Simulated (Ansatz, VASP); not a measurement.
# MgO: VASP beside Ansatz

```
Mg O
1.0
     0.00000    2.11000    2.11000
     2.11000    0.00000    2.11000
     2.11000    2.11000    0.00000
Mg O
1 1
Direct
  0.00000 0.00000 0.00000
  0.50000 0.50000 0.50000
```

Alike in both runs: task single point; functional LDA; k mesh 8 × 8 × 8; occupations gaussian, width 0.1 eV; no spin polarisation.

|  | VASP | Ansatz |
| --- | --- | --- |
| version | VASP 6.6.1 | Ansatz 0.2.0 |
| potentials or method | VASP PAW LDA potentials, release 64 (Mg, O), cutoff 600 eV | scalar-relativistic, plane waves, PAW |
| valence electrons in the cell | 8 | 16 |

VASP gave:

```
gap on the k mesh at the Fermi level (eV) : 4.60
least direct gap on the mesh (eV)         : 4.60
pressure (GPa)                            : -8.8
```

Problem. Which values does Ansatz return?

Solution. gap on the k mesh at the Fermi level (eV): 4.61; least direct gap on the mesh (eV): 4.61; pressure (GPa): -6.7.

Ansatz warns that its potentials were made for another functional, while VASP's fit it. LDA's correlation is that of Perdew and Zunger in VASP and of Perdew and Wang (1992) in Ansatz. VASP's potentials hold 8 valence electrons a cell and Ansatz's 16, so a difference there can come from the potentials and not from the codes.
